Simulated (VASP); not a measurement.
Input of a VASP 6.6.1 run:

Contents of POSCAR:

```
BaS
1.0
    0.0000000000      3.4824579473      3.5835556952
    3.4824579473      0.0000000000      3.5835556952
    3.4824579473      3.4824579473      0.0000000000
Ba S
1 1
Direct
    0.0000000000      0.0000000000      0.0000000000
    0.2500000000      0.2500000000      0.2500000000
```

Contents of INCAR.step1:

```
SYSTEM = BaS
  ALGO = Normal
  EDIFF = 1E-4
  ENCUT = 520
  GGA = PE
  ISMEAR = 0
  LASPH = .True.
  LCHARG = .False.
  LREAL = .False.
  LWAVE = .True.
  NBANDS = 15
  NELM = 60
  PREC = Accurate
  SIGMA = 0.01
```

INCAR.step2

```
SYSTEM = BaS
  ALGO = Normal
  EDIFF = 1E-7
  ENCUT = 520
  ISIF = 2
  ISMEAR = 0
  ISTART = 1
  LASPH = .True.
  LCHARG = .False.
  LMIXTAU = .True.
  LREAL = .False.
  LWAVE = .False.
  METAGGA = R2SCAN
  NBANDS = 15
  NELM = 60
  PREC = Accurate
  SIGMA = 0.01
```

File KPOINTS:

```
k-points
0
Gamma
  6 6 6
  0 0 0
```

Potentials or basis: VASP PAW PBE potentials, release 64 (Ba_sv, S).

Run with:

```bash
$ cat potpaw_PBE.64/Ba_sv/POTCAR potpaw_PBE.64/S/POTCAR > POTCAR
$ cp INCAR.step1 INCAR
$ mpirun -np 1 vasp_std > vasp.out
$ cp INCAR.step2 INCAR
$ mpirun -np 1 vasp_std > vasp.out
```

**Question.** What does it give for the band gap on the k mesh?

**Answer.** 3.07 eV (least direct gap 3.64 eV).

**Question.** Estimate the pressure.

**Answer.** 0.5 GPa.

Stress tensor (GPa, compression positive):
```
0.50 0.00 0.00
0.00 0.50 0.00
0.00 0.00 0.42
```

Caveat: the cell differs from its parent crystal (epitaxial xy strain -1.1%); the PAW data sets were made with another functional, which shifts forces and pressure a little; spin-orbit coupling is left out, which moves the levels of the heavy elements. A k mesh can miss the band edges.
